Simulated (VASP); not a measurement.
Wanted: the native input for a VASP 6.6.1 run.

* Task: single point
* Functional: r2SCAN
* Potentials or basis: VASP PAW PBE potentials, release 64 (Ta_pv)
* Cutoff: 520 eV
* k mesh: 9 × 9 × 13
* Occupations: fermi-dirac, width 0.1 eV
* Spin: no spin polarisation
* Dipole correction: no
* Further INCAR settings: ALGO = Normal; EDIFF = 1e-06; NBANDS = 24

Ta:

```
CELL_PARAMETERS angstrom
4.78377 0.00000 0.00000
-2.39189 4.14287 0.00000
0.00000 0.00000 2.67558
ATOMIC_POSITIONS crystal
Ta 0.00000 0.00000 0.00000
Ta 0.33333 0.66667 0.50000
Ta 0.66667 0.33333 0.50000
```

This isn't the form of Ta at room conditions, which is bcc.

These files were run (other wordings do the same):

POSCAR

```
Ta
1.0
    4.7837716223      0.0000000000      0.0000000000
   -2.3918858111      4.1428677508      0.0000000000
    0.0000000000      0.0000000000      2.6755770696
Ta
3
Direct
    1.0000000000      0.0000000000      0.0000000000
    0.3333333333      0.6666666667      0.5000000000
    0.6666666667      0.3333333333      0.5000000000
```

INCAR.step1

```
SYSTEM = Ta
PREC = Accurate ; ENCUT = 520
ISMEAR = -1 ; SIGMA = 0.1
LREAL = .False. ; LASPH = .True.
NELM = 60 ; NBANDS = 24
GGA = PE ; ALGO = Normal
EDIFF = 1E-4 ; LWAVE = .True.
LCHARG = .False.
```

INCAR.step2

```
SYSTEM = Ta
PREC = Accurate ; ENCUT = 520
EDIFF = 1E-6 ; ISMEAR = -1
SIGMA = 0.1 ; LREAL = .False.
LASPH = .True. ; NELM = 60
ALGO = Normal ; ISIF = 2
LWAVE = .False. ; LCHARG = .False.
METAGGA = R2SCAN ; LMIXTAU = .True.
NBANDS = 24 ; ISTART = 1
```

KPOINTS

```
regular mesh
0
Gamma
  9 9 13
  0 0 0
```

Potentials or basis: VASP PAW PBE potentials, release 64 (Ta_pv).

Launch:

```bash
$ cat potpaw_PBE.64/Ta_pv/POTCAR > POTCAR
$ cp INCAR.step1 INCAR
$ mpirun -np 1 vasp_std > vasp.out
$ cp INCAR.step2 INCAR
$ mpirun -np 1 vasp_std > vasp.out
```

It gave:

```json
{
  "Pressure": "9.2 GPa",
  "Band gap on the k mesh": "zero (an odd number of electrons rules out a gap without spin polarisation)"
}
```

Caveat: the cell stands under pressure; the PAW data sets were made with another functional, which shifts forces and pressure a little; spin-orbit coupling is left out, which moves the levels of the heavy elements.

Run time: 4 min on 1 thread of AMD EPYC 7R13, with other jobs on the host, peak memory 0.22 GiB.
